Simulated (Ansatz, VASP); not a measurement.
BaTiO3 in VASP and in Ansatz

INCAR

```
SYSTEM = BaTiO3
PREC = Accurate ; ENCUT = 520
EDIFF = 1E-7 ; ISMEAR = 0
SIGMA = 0.01 ; LREAL = .FALSE.
LASPH = .TRUE. ; NELM = 150
ALGO = Normal ; ISIF = 2
LWAVE = .FALSE. ; LCHARG = .FALSE.
LMAXMIX = 4 ; LDAU = .TRUE.
LDAUTYPE = 2 ; LDAUL = -1 2 -1
LDAUU = 0 6 0 ; LDAUJ = 0 0 0
LDAUPRINT = 1 ; GGA = PS
NBANDS = 28
```

Contents of KPOINTS:

```
Automatic mesh
0
G
  4 4 4
  0 0 0
```

POSCAR

```
BaTiO3
1.0
    3.9855000000      0.0000000000      0.0000000000
    0.0000000000      2.8369000000      2.8451500000
    0.0000000000     -2.8369000000      2.8451500000
Ba Ti O
1 1 3
Direct
    0.0000000000      0.0000000000      0.0000000000
    0.5000000000      0.5124000000      0.5124000000
    0.0000000000      0.4874000000      0.4874000000
    0.5000000000      0.5052400000      0.9918400000
    0.5000000000      0.9918400000      0.5052400000
```

Input for Ansatz:

```yaml
crystal:
  lattice:
    - [3.9855, 0.0, 0.0]
    - [0.0, 2.8369, 2.84515]
    - [0.0, -2.8369, 2.84515]
  atoms:
    - { symbol: Ba, position: [0.0, 0.0, 0.0] }
    - { symbol: Ti, position: [0.5, 0.5124, 0.5124] }
    - { symbol: O, position: [0.0, 0.4874, 0.4874] }
    - { symbol: O, position: [0.5, 0.50524, 0.99184] }
    - { symbol: O, position: [0.5, 0.99184, 0.50524] }
basis:
  ecutwfc: 517.016338673772
kpoints:
  mp_grid:
    grid: [4, 4, 4]
    shift: [0.0, 0.0, 0.0]
hamiltonian:
  xc: pbesol
  hubbard:
    - { species: Ti, l: d, u_eff: 6.0 }
scf:
  occupations:
    method: fixed
output:
  eigenvalues: true
```

Alike in both runs: task single point; functional PBEsol; k mesh 4 × 4 × 4; no spin polarisation; Hubbard terms Ti d U = 6.0 eV.

```csv
,VASP,Ansatz
version,VASP 6.6.1,Ansatz 0.2.0
potentials or method,"VASP PAW PBE potentials, release 64 (Ba_sv, Ti_sv, O), cutoff 520 eV","plane waves, PAW"
occupations,"gaussian, width 0.01 eV",fixed
valence electrons in the cell,40,40
```

VASP gave:

- gap on the k mesh at the Fermi level (eV): 2.51

Question: Estimate Ansatz's values.

Answer: gap on the k mesh at the Fermi level (eV): 2.57.

VASP's potentials were made for PBE, not for PBEsol. The programs project onto different local orbitals, so the same U acts differently, and such runs can settle in different states.

Neither program's run includes spin-orbit coupling.
